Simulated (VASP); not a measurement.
Set up this calculation in VASP 6.6.1, as the native input.

```
Task                   : single point
Functional             : PBEsol
Potentials or basis    : VASP PAW PBE potentials, release 64 (Mo_sv, S)
Cutoff                 : 520 eV
k mesh                 : 10 × 10 × 5
Occupations            : fermi-dirac, width 0.1 eV
Spin                   : no spin polarisation
Dipole correction      : no
Further INCAR settings : ALGO = Normal; EDIFF = 1e-07; NBANDS = 20
```

The structure of MoS2 lies in POSCAR:

```
MoS2
1.0
    3.2803785858      0.0000000000      0.0000000000
   -1.6401892929      2.8408989650      0.0000000000
    0.0000000000      0.0000000000      6.4159715105
Mo S
1 2
Direct
    0.0000000000      0.0000000000      0.5000000000
    0.3333333333      0.6666666667      0.2553200000
    0.6666666667      0.3333333333      0.7446800000
```

These files were run (other wordings do the same):

INCAR

```
SYSTEM = MoS2
PREC = Accurate
ENCUT = 520
EDIFF = 1E-7
ISMEAR = -1
SIGMA = 0.1
LREAL = .False.
LASPH = .True.
NELM = 80
ALGO = Normal
ISIF = 2
LWAVE = .False.
LCHARG = .True.
GGA = PS
LELF = .True.
LVHAR = .True.
NBANDS = 20
```

KPOINTS

```
Automatic mesh
0
Gamma
  10 10 5
  0 0 0
```

Potentials or basis: VASP PAW PBE potentials, release 64 (Mo_sv, S).

Run with:

```sh
$ cat potpaw_PBE.64/Mo_sv/POTCAR potpaw_PBE.64/S/POTCAR > POTCAR
$ mpirun -np 1 vasp_std > vasp.out
```

It gave:

* Pressure: -8.8 GPa
* Largest force: 0.697 eV/Å
* Band gap on the k mesh: zero (bands 13 and 14 overlap by 0.77 eV)

Caveat: the cell stands under tension; the PAW data sets were made with another functional, which shifts forces and pressure a little; this functional lacks dispersion, which binds the layers, so the pressure and a relaxed spacing across them are unreliable.

It took 91 s on 1 thread of AMD EPYC 7R13 (shared host), peak memory 0.18 GiB.
